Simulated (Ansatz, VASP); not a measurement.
**One calculation of SiC, two programs**

```
Si C
1.0
     0.01031    2.20145    2.18212
     2.20145    0.01031    2.18212
     2.21176    2.21176    0.00000
Si C
1 1
Direct
  0.00042 0.00042 0.99958
  0.24958 0.24958 0.25042
```

Alike in both runs: task single point; functional PBE; k mesh 10 × 10 × 10; no spin polarisation.

|  | VASP | Ansatz |
| --- | --- | --- |
| version | VASP 6.6.1 | Ansatz 0.2.0 |
| potentials or method | VASP PAW PBE potentials, release 64 (Si, C), cutoff 600 eV | scalar-relativistic, plane waves, PAW |
| occupations | gaussian, width 0.01 eV | fixed |
| valence electrons in the cell | 8 | 8 |

|  | VASP | Ansatz | Ansatz less VASP |
| --- | --- | --- | --- |
| gap on the k mesh at the Fermi level (eV) | 1.28 | 1.28 | +0.002 |
| least direct gap on the mesh (eV) | 4.44 | 4.45 | +0.008 |
